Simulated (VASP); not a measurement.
A run of VASP 6.6.1 is set up as follows.

Contents of POSCAR:

```
Al3Cu
1.0
    2.7784054294      0.0000000000      0.0000000000
    0.0000000000      2.7784054294      0.0000000000
    0.0000000000      0.0000000000      7.5134034100
Al Cu
3 1
Direct
    0.0000000000      0.0000000000      0.5000000000
    0.5000000000      0.5000000000      0.2261155100
    0.5000000000      0.5000000000      0.7738844900
    0.0000000000      0.0000000000      0.0000000000
```

The input INCAR.step1:

```
SYSTEM = Al3Cu
ALGO = Normal
EDIFF = 1E-4
ENCUT = 520
GGA = PE
ISMEAR = 0
LASPH = .TRUE.
LCHARG = .FALSE.
LREAL = .FALSE.
LWAVE = .TRUE.
NBANDS = 18
NELM = 60
PREC = Accurate
SIGMA = 0.02
```

Contents of INCAR.step2:

```
SYSTEM = Al3Cu
ALGO = Normal
EDIFF = 1E-7
ENCUT = 520
ISIF = 2
ISMEAR = 0
ISTART = 1
LASPH = .TRUE.
LCHARG = .TRUE.
LELF = .TRUE.
LMIXTAU = .TRUE.
LREAL = .FALSE.
LVHAR = .TRUE.
LWAVE = .FALSE.
METAGGA = R2SCAN
NBANDS = 18
NELM = 60
PREC = Accurate
SIGMA = 0.02
```

The input KPOINTS:

```
k-points
0
G
  16 16 6
  0 0 0
```

Potentials or basis: VASP PAW PBE potentials, release 64 (Al, Cu).

Launch:

```sh
$ cat potpaw_PBE.64/Al/POTCAR potpaw_PBE.64/Cu/POTCAR > POTCAR
$ cp INCAR.step1 INCAR
$ mpirun -np 1 vasp_std > vasp.out
$ cp INCAR.step2 INCAR
$ mpirun -np 1 vasp_std > vasp.out
```

Problem. Estimate the largest force.

Solution. 0.146 eV/Å.

Problem. Predict the pressure.

Solution. 0.3 GPa.

Problem. What does it give for the band gap on the k mesh?

Solution. Zero (bands 10 and 11 overlap by 6.62 eV).

Stress tensor (GPa, compression positive):
```
-0.23  0.00  0.00
 0.00 -0.23  0.00
 0.00  0.00  1.32
```

Caveat: the PAW data sets were made with another functional, which shifts forces and pressure a little.
